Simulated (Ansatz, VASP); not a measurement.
**SnO2: VASP beside Ansatz**

```
CELL_PARAMETERS angstrom
4.81855 -0.18344 0.01461
-0.18344 4.97040 0.39472
0.00980 0.26475 3.10200
ATOMIC_POSITIONS crystal
Sn 0.99356 0.99046 0.99534
Sn 0.50075 0.51133 0.49245
O 0.30787 0.30623 0.00069
O 0.20592 0.80979 0.51906
O 0.68579 0.68977 0.99785
O 0.80611 0.19242 0.49462
```

Change from the starting cell: all atoms moved at random (sigma 0.03 Å a component), cell strained at random (sigma 0.05).

Alike in both runs: task single point; functional PBE; k mesh 6 × 6 × 8; occupations gaussian, width 0.05 eV; no spin polarisation.

```csv
,VASP,Ansatz
version,VASP 6.6.1,Ansatz 0.2.0
potentials or method,"VASP PAW PBE potentials, release 64 (Sn_d, O), cutoff 520 eV","scalar-relativistic, plane waves, PAW"
valence electrons in the cell,52,52
```

|  | VASP | Ansatz | Ansatz less VASP |
| --- | --- | --- | --- |
| gap on the k mesh at the Fermi level (eV) | 1.03 | 1.04 | +0.014 |
| least direct gap on the mesh (eV) | 1.03 | 1.04 | +0.014 |
| pressure (GPa) | 13.0 | 12.5 | -0.51 |
| traceless stress, the component that is largest in VASP (GPa) | -17.31 | -17.23 | +0.083 |
| rms of the force components (eV/Å) | 1.244 | 1.247 | +0.0031 |

Atom by atom the forces differ by 0.024 eV/Å (rms over components).
